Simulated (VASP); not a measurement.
# Sb in VASP: single point with PBE+D3(BJ)

Aim: the single point of Sb with PBE+D3(BJ).

All numbers are computed with VASP 6.6.1; they aren't measurements. Logs are shortened: lines on timing, memory, paths and dates and some standing lists are left out, and cuts for length are marked.

**1. The cell of the first run**

The cell holds a slab with vacuum, 16 atoms: a = 8.646 Å, b = 8.894 Å, c = 21.221 Å, α = 90.00°, β = 90.00°, γ = 119.08°.

**2. Single point, PBE+D3(BJ)**

The input, INCAR:

```
ALGO = Normal ; DIPOL = 0.5 0.5 0.505
EDIFF = 1E-6 ; ENCUT = 520
GGA = PE ; IDIPOL = 3
ISIF = 2 ; ISMEAR = 0
IVDW = 12 ; LASPH = True
LCHARG = False ; LDIPOL = True
LREAL = Auto ; LWAVE = False
NBANDS = 54 ; NELM = 100
PREC = Accurate ; SIGMA = 0.1
```

The input, KPOINTS:

```
k-points
0
Gamma
  3 3 1
```

The input, POSCAR:

```
Sb
1.0
    8.6464085117      0.0000000000      0.0000000000
   -4.3232042559      7.7720872087      0.0000000000
    0.0000000000      0.0000000000     21.2206283836
Sb
16
Direct
    0.4862293020      0.4724586040      0.3769916637
    0.4862293020      0.9724586040      0.3769916637
    0.9862293020      0.4724586040      0.3769916637
    0.9862293020      0.9724586040      0.3769916637
    0.6684763512      0.3369527025      0.4559219079
    0.6684763512      0.8369527025      0.4559219079
    0.1684763513      0.3369527025      0.4559219079
    0.1684763513      0.8369527025      0.4559219079
    0.8223783887      0.6447567774      0.5576814352
    0.8223783887      0.1447567774      0.5576814352
    0.3223783887      0.6447567774      0.5576814352
    0.3223783887      0.1447567774      0.5576814352
    0.9892115196      0.4784230393      0.6282077026
    0.9892115196      0.9784230393      0.6282077026
    0.4892115196      0.4784230393      0.6282077026
    0.4892115196      0.9784230393      0.6282077026
```

Potentials or basis: VASP PAW PBE potentials, release 64 (Sb).

The run is started by

```bash
cat potpaw_PBE.64/Sb/POTCAR > POTCAR
mpirun -np 1 vasp_std > vasp.out
```

OUTCAR:

```text
EDIFF = 1E-6
   ENCUT = 520
   GGA = PE
   ISIF = 2
   ISMEAR = 0
   IVDW = 12
   LASPH = True
   LREAL = Auto
   NELM = 100
   PREC = Accurate
 IVDW          = 12

 ion  position               nearest neighbor table
   1  0.486  0.472  0.377-   7 2.93   5 2.93   6 3.29
   2  0.486  0.972  0.377-   8 2.93   6 2.93   5 3.29
   3  0.986  0.472  0.377-   5 2.93   7 2.93   8 3.29
   4  0.986  0.972  0.377-   6 2.93   8 2.93   7 3.29
   5  0.668  0.337  0.456-   1 2.93   3 2.93   9 3.22   2 3.29  12 3.40  10 3.40
   6  0.668  0.837  0.456-   2 2.93   4 2.93  10 3.22   1 3.29  11 3.40   9 3.40
   7  0.168  0.337  0.456-   1 2.93   3 2.93  11 3.22   4 3.29  12 3.40  10 3.40
   8  0.168  0.837  0.456-   2 2.93   4 2.93  12 3.22   3 3.29  11 3.40   9 3.40
   9  0.822  0.645  0.558-  13 2.93  15 2.93  14 2.99   5 3.22   8 3.40   6 3.40
  10  0.822  0.145  0.558-  14 2.93  16 2.93  13 2.99   6 3.22   7 3.40   5 3.40
  11  0.322  0.645  0.558-  15 2.93  13 2.93  16 2.99   7 3.22   6 3.40   8 3.40
  12  0.322  0.145  0.558-  16 2.93  14 2.93  15 2.99   8 3.22   5 3.40   7 3.40
  13  0.989  0.478  0.628-   9 2.93  11 2.93  10 2.99
  14  0.989  0.978  0.628-  10 2.93  12 2.93   9 2.99
  15  0.489  0.478  0.628-  11 2.93   9 2.93  12 2.99
  16  0.489  0.978  0.628-  12 2.93  10 2.93  11 2.99

  LATTYP: Found a base centered orthorhombic cell.
 ALAT       =     8.6464085117
 B/A-ratio  =     1.7977608155
 C/A-ratio  =     2.4542708519

  Lattice vectors:

 A1 = (   4.3232042559,  -7.7720872087,   0.0000000000)
 A2 = (   4.3232042558,   7.7720872087,   0.0000000000)
 A3 = (   0.0000000000,   0.0000000000,  21.2206283836)

Analysis of symmetry for initial positions (statically):
=====================================================================
 Subroutine PRICEL returns following result:

  LATTYP: Found a base centered orthorhombic cell.
 ALAT       =     4.3232042559
 B/A-ratio  =     1.7977608155
 C/A-ratio  =     4.9085417037

  Lattice vectors:

 A1 = (   2.1616021280,  -3.8860436044,   0.0000000000)
 A2 = (   2.1616021279,   3.8860436044,   0.0000000000)
 A3 = (   0.0000000000,   0.0000000000,  21.2206283836)

   4 primitive cells build up your supercell.

 Routine SETGRP: Setting up the symmetry group for a
 base centered orthorhombic supercell.

 Subroutine GETGRP returns: Found  2 space group operations
 (whereof  2 operations were pure point group operations)
 out of a pool of  8 trial point group operations.

The static configuration has the point symmetry C_1h.

Analysis of symmetry for dynamics (positions and initial velocities):
=====================================================================
 Subroutine PRICEL returns following result:

  LATTYP: Found a base centered orthorhombic cell.
 ALAT       =     4.3232042559
 B/A-ratio  =     1.7977608155
 C/A-ratio  =     4.9085417037

  Lattice vectors:

 A1 = (   2.1616021280,  -3.8860436044,   0.0000000000)
 A2 = (   2.1616021279,   3.8860436044,   0.0000000000)
 A3 = (   0.0000000000,   0.0000000000,  21.2206283836)

   4 primitive cells build up your supercell.

 Routine SETGRP: Setting up the symmetry group for a
 base centered orthorhombic supercell.

 Subroutine GETGRP returns: Found  2 space group operations
 (whereof  2 operations were pure point group operations)
 out of a pool of  8 trial point group operations.

The dynamic configuration has the point symmetry C_1h.

 Subroutine INISYM returns: Found  2 space group operations
 (whereof  2 operations are pure point group operations),
 and found     4 'primitive' translations

----------------------------------------------------------------------------------------

                                     Primitive cell

  volume of cell :     356.5100

  direct lattice vectors                    reciprocal lattice vectors
     2.161602128 -3.886043604  0.000000000     0.231309913 -0.128665566  0.000000000
     2.161602128  3.886043604  0.000000000     0.231309913  0.128665566  0.000000000
     0.000000000  0.000000000 21.220628384     0.000000000  0.000000000  0.047123958

  length of vectors
     4.446780707  4.446780707 21.220628384     0.264686803  0.264686803  0.047123958

  position of ions in fractional coordinates (direct lattice)
     0.027541396  0.972458604  0.376991664
     0.663047297  0.336952702  0.455921908
     0.355243223  0.644756777  0.557681435
     0.021576961  0.978423039  0.628207703

  ion indices of the primitive-cell ions
   primitive index   ion index
                 1           1
                 2           5
                 3          11
                 4          15

----------------------------------------------------------------------------------------

 KPOINTS: k-points

Automatic generation of k-mesh.
 Grid dimensions read from file:
 generate k-points for:    3    3    1

 Generating k-lattice:

  Cartesian coordinates                     Fractional coordinates (reciprocal lattice)
     0.038551652  0.021444261  0.000000000     0.333333333  0.000000000  0.000000000
     0.000000000  0.042888522  0.000000000     0.000000000  0.333333333  0.000000000
     0.000000000  0.000000000  0.047123958     0.000000000  0.000000000  1.000000000

  Length of vectors
     0.044114467  0.042888522  0.047123958

  Shift w.r.t. Gamma in fractional coordinates (k-lattice)
     0.000000000  0.000000000  0.000000000

 Subroutine IBZKPT returns following result:
 ===========================================

 Found      4 irreducible k-points:

 Following reciprocal coordinates:
            Coordinates               Weight
  0.000000  0.000000  0.000000      1.000000
  0.333333  0.000000  0.000000      4.000000
  0.000000  0.333333  0.000000      2.000000
  0.333333  0.333333  0.000000      2.000000
   k-points           NKPTS =      4   k-points in BZ     NKDIM =      4   number of bands    NBANDS=     54
   number of dos      NEDOS =    301   number of ions     NIONS =     16
   total plane-waves  NPLWV = 716800
   dimension x,y,z NGX =    64 NGY =   70 NGZ =  160
   dimension x,y,z NGXF=   128 NGYF=  140 NGZF=  320
   ions per type =              16
   NGX,Y,Z   is equivalent  to a cutoff of  12.31, 13.08, 12.53 a.u.
   NGXF,Y,Z  is equivalent  to a cutoff of  24.61, 26.17, 25.07 a.u.
 SYSTEM =  unknown system
   PREC   = accura    normal or accurate (medium, high low for compatibility)
   ISTART =      0    job   : 0-new  1-cont  2-samecut
   ICHARG =      2    charge: 1-file 2-atom 10-const
   ISPIN  =      1    spin polarized calculation?
   LNONCOLLINEAR =      F non collinear calculations
   LSORBIT =      F    spin-orbit coupling
   LASPH  =      T    aspherical Exc in radial PAW
   ENCUT  =  520.0 eV  38.22 Ry    6.18 a.u.  16.08 16.54 39.46*2*pi/ulx,y,z
   NELM   =    100;   NELMIN=  2; NELMDL= -5     # of ELM steps
   EDIFF  = 0.1E-05   stopping-criterion for ELM
   LREAL  =      T    real-space projection
   EDIFFG = 0.1E-04   stopping-criterion for IOM
   NSW    =      0    number of steps for IOM
   IBRION =     -1    ionic relax: 0-MD 1-quasi-New 2-CG
   NFREE  =      0    steps in history (QN), initial steepest desc. (CG)
   ISIF   =      2    stress and relaxation
   ISYM   =      2    0-nonsym 1-usesym 2-fastsym
   POTIM  = 0.5000    time-step for ionic-motion
   TEBEG  =    0.0;   TEEND  =   0.0 temperature during run
   PSTRESS=    0.0 pullay stress
   NELECT =      80.0000    total number of electrons
   NUPDOWN=      -1.0000    fix difference up-down
   EMIN   =  10.00;   EMAX   =-10.00  energy-range for DOS
   EFERMI =   0.00;   METHOD = LEGACY
   ISMEAR =     0;   SIGMA  =   0.10  broadening in eV -4-tet -1-fermi 0-gaus
   EFERMI_NEDOS =   21; number of points for ismear=-14 and -15
   IALGO  =     38    algorithm
   IMIX   =      4    mixing-type and parameters
     AMIX     =   0.40;   BMIX     =  1.00
     AMIX_MAG =   1.60;   BMIX_MAG =  1.00
  volume/ion in A,a.u.               =      89.13       601.46
  Fermi-wavevector in a.u.,A,eV,Ry     =   0.626702  1.184295  5.343758  0.392755
  Thomas-Fermi vector in A             =   1.688046
   LORBIT       =      0    0 simple, 1 ext, 2 COOP (PROOUT), +10 PAW based schemes
   GGA     = PE    functional components
   LHFCALC =     F    Hartree Fock is set to
   AEXX    =    0.0000 exact exchange contribution
   IVDW    =    12    specifies the selected vdW correction
   LEPSILON=     F    determine dielectric tensor
   LRPA    =     F    only Hartree local field effects (RPA)
 non-spin polarized calculation
 Gauss-broadening in eV      SIGMA  =   0.10
  energy-cutoff  :      520.00
  volume of cell :     1426.04
 maximum number of plane-waves:     38444
   NGX = 33   NGY = 33   NGZ = 79

 dipolmoment           0.000000      0.000000     -0.000157 electrons x Angstroem

 number of electron      79.9999999 magnetization

 dipolmoment           0.000000      0.000000      0.027883 electrons x Angstroem

 Free energy of the ion-electron system (eV)
  ---------------------------------------------------
  ext. energy  EPLUGINS =         0.00000000
  ---------------------------------------------------
  free energy    TOTEN  =       -64.16453208 eV

  energy without entropy =      -64.16298812  energy(sigma->0) =      -64.16376010

 E-fermi :  -0.6361     XC(G=0):  -4.0178

 val. band max:       -0.7848659272   @ k =   0.0000   0.0000   0.0000
 cond. band min:      -0.4904027969   @ k =   0.0000   0.0000   0.0000
 fundamental gap:      0.2944631303
 Fermi energy:        -0.6361093272

 k-point     1 :       0.0000    0.0000    0.0000
  band No.  band energies     occupation
      1     -12.2723      2.00000
      2     -11.2912      2.00000
      3     -10.6257      2.00000
      4     -10.5167      2.00000
      5     -10.4203      2.00000
      6     -10.4203      2.00000
[... 44 lines left out ...]
     51       1.0390      0.00000
     52       1.3556      0.00000

 k-point     2 :       0.3333    0.0000    0.0000
  band No.  band energies     occupation
      1     -12.0134      2.00000
      2     -11.2685      2.00000
      3     -11.0531      2.00000
      4     -10.7463      2.00000
      5     -10.6439      2.00000
      6     -10.3995      2.00000
[... 44 lines left out ...]
     51       1.3917      0.00000
     52       1.4143      0.00000

 k-point     3 :       0.0000    0.3333    0.0000
  band No.  band energies     occupation
      1     -12.0354      2.00000
      2     -11.3676      2.00000
      3     -11.1023      2.00000
      4     -10.6446      2.00000
      5     -10.5618      2.00000
      6     -10.5617      2.00000
[... 44 lines left out ...]
     51       1.2043      0.00000
     52       1.4126      0.00000

 k-point     4 :       0.3333    0.3333    0.0000
  band No.  band energies     occupation
      1     -11.5532      2.00000
      2     -11.5532      2.00000
      3     -11.4896      2.00000
      4     -10.7053      2.00000
      5     -10.7053      2.00000
      6     -10.5570      2.00000
[... 44 lines left out ...]
     51       1.4945      0.00000
     52       1.5207      0.00000
 [bands above 52 left out]

------------------------ aborting loop because EDIFF is reached ----------------------------------------

 vacuum level on the upper side and lower side of the slab       (xc-potential included)        -0.067        -0.120

 Edisp (eV)   -4.99973

 E8    (eV) :    -2.4318

  FORCE on cell =-STRESS in cart. coord.  units (eV):
  Direction    XX          YY          ZZ          XY          YZ          ZX
  --------------------------------------------------------------------------------------
  -------------------------------------------------------------------------------------
  Total     -10.88815   -17.38992    -5.04213     0.00000    -3.66273     0.00000
  in kB     -12.23301   -19.53784    -5.66490     0.00000    -4.11513     0.00000
  external pressure =      -12.48 kB  Pullay stress =        0.00 kB

 VOLUME and BASIS-vectors are now :
 -----------------------------------------------------------------------------
  energy-cutoff  :      520.00
  volume of cell :     1426.04
      direct lattice vectors                 reciprocal lattice vectors
     8.646408512  0.000000000  0.000000000     0.115654956  0.064332783  0.000000000
    -4.323204256  7.772087209  0.000000000     0.000000000  0.128665566  0.000000000
     0.000000000  0.000000000 21.220628384     0.000000000  0.000000000  0.047123958

 POSITION                                       TOTAL-FORCE (eV/Angst)
 -----------------------------------------------------------------------------------
      2.16160      3.67199      8.00000        -0.000000      0.551385      0.745653
     -0.00000      7.55803      8.00000        -0.000000      0.551385      0.745653
      6.48481      3.67199      8.00000        -0.000000      0.551385      0.745653
      4.32320      7.55803      8.00000        -0.000000      0.551385      0.745653
      4.32320      2.61883      9.67495         0.000000     -0.556215     -0.732152
      2.16160      6.50487      9.67495         0.000000     -0.556215     -0.732152
[... 8 lines left out ...]
      2.16160      3.71835     13.33096         0.000000     -0.007670      0.027361
     -0.00000      7.60439     13.33096         0.000000     -0.007670      0.027361
 -----------------------------------------------------------------------------------
    total drift:                                0.000000      0.019588      0.003931

  FREE ENERGIE OF THE ION-ELECTRON SYSTEM (eV)
  ---------------------------------------------------
  free  energy   TOTEN  =       -69.1642626019 eV

  energy  without entropy=      -69.1627186446  energy(sigma->0) =      -69.16349062

 vacuum level on the upper side and lower side of the slab         3.844         3.803
```

Wall time 20 min (1 thread of Intel Xeon Platinum 8259CL at 2.50GHz (Skylake/Cascade Lake), shared host); peak memory 1.2 GiB.

Results:

```yaml
Free_energy: -69.1643 eV
Largest_force: 0.927 eV/Å
Dispersion_energy_per_atom: -0.312 eV
```

Forces in eV/Å, atoms in the order of the input:
```
Sb   0.000  0.551  0.746
Sb   0.000  0.551  0.746
Sb   0.000  0.551  0.746
Sb   0.000  0.551  0.746
Sb   0.000 -0.556 -0.732
Sb   0.000 -0.556 -0.732
Sb   0.000 -0.556 -0.732
Sb   0.000 -0.556 -0.732
Sb   0.000  0.012 -0.041
Sb   0.000  0.012 -0.041
Sb   0.000  0.012 -0.041
Sb   0.000  0.012 -0.041
Sb   0.000 -0.008  0.027
Sb   0.000 -0.008  0.027
Sb   0.000 -0.008  0.027
Sb   0.000 -0.008  0.027
```

Caveat: spin-orbit coupling is left out, which moves the levels of the heavy elements.
